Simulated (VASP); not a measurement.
Wanted: the native input for a VASP 6.6.1 run.

| Item | Value |
| --- | --- |
| Task | single point |
| Functional | PBE |
| Potentials or basis | VASP PAW PBE potentials, release 64 (Si, Ge_d) |
| Cutoff | 500 eV |
| k mesh | 8 × 4 × 4 |
| Occupations | gaussian, width 0.2 eV |
| Spin | no spin polarisation |
| Dipole correction | no |
| Further INCAR settings | ALGO = Normal; EDIFF = 1e-06; NBANDS = 36 |

The structure of Si3Ge lies in POSCAR:

```
Si3Ge
1.0
    0.0000000000      0.0000000000      2.5275045515
    5.4305456016      0.0000000000      0.0000000000
    0.0000000000      9.4059808948      0.0000000000
Si Ge
6 2
Direct
    0.0000000000      0.7500000000      0.2500000000
    0.0000000000      0.2500000000      0.7500000000
    0.0000000000      0.5000000000      0.0000000000
    0.0000000000      1.0000000000      0.5000000000
    0.0000000000      0.2500000000      0.2500000000
    0.0000000000      0.7500000000      0.7500000000
    0.0000000000      0.5000000000      0.5000000000
    0.0000000000      0.0000000000      0.0000000000
```

The input as run:

INCAR

```
SYSTEM = Si3Ge
PREC = Accurate
ENCUT = 500
EDIFF = 1E-6
ISMEAR = 0
SIGMA = 0.2
LREAL = .FALSE.
LASPH = .TRUE.
NELM = 120
ALGO = Normal
ISIF = 2
LWAVE = .FALSE.
LCHARG = .TRUE.
GGA = PE
LELF = .TRUE.
LVHAR = .TRUE.
NBANDS = 36
GGA_COMPAT = .FALSE.
```

KPOINTS

```
regular mesh
0
G
  8 4 4
  0 0 0
```

Potentials or basis: VASP PAW PBE potentials, release 64 (Si, Ge_d).

The run is started by

```sh
$ cat potpaw_PBE.64/Si/POTCAR potpaw_PBE.64/Ge_d/POTCAR > POTCAR
$ mpirun -np 1 vasp_std > vasp.out
```

It gave:

| Item | Value |
| --- | --- |
| Pressure | -0.5 GPa |
| Band gap on the k mesh | zero (bands 26 and 27 overlap by 3.76 eV) |

It took 3.8 min on 1 thread of Intel(R) Xeon(R) Platinum 8175M CPU @ 2.50GHz (Skylake/Cascade Lake) (shared host), peak memory 0.3 GiB.
